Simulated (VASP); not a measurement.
A run of VASP 6.6.1 is set up as follows.

Contents of INCAR:

```
SYSTEM = Pd
PREC = Accurate
ENCUT = 520
EDIFF = 1E-6
ISMEAR = 0
SIGMA = 0.15
LREAL = .False.
LASPH = .True.
NELM = 100
ALGO = Fast
ISIF = 2
LWAVE = .False.
LCHARG = .False.
GGA = PS
NBANDS = 11
```

File KPOINTS:

```
regular mesh
0
Gamma
  24 24 24
  0 0 0
```

POSCAR

```
Pd
1.0
   -1.4008136440      1.4008136440      1.9807504925
    1.4008136440     -1.4008136440      1.9807504925
    1.4008136440      1.4008136440     -1.9807504925
Pd
1
Direct
    0.0000000000      0.0000000000      0.0000000000
```

Potentials or basis: VASP PAW PBE potentials, release 64 (Pd).

Launch:

```console
$ cat potpaw_PBE.64/Pd/POTCAR > POTCAR
$ mpirun -np 1 vasp_std > vasp.out
```

Problem. Estimate the band gap on the k mesh.

Solution. Zero (bands 5 and 6 overlap by 1.45 eV).

Problem. What does it give for the pressure?

Solution. -11.3 GPa.

Caveat: the cell stands under tension; the PAW data sets were made with another functional, which shifts forces and pressure a little.
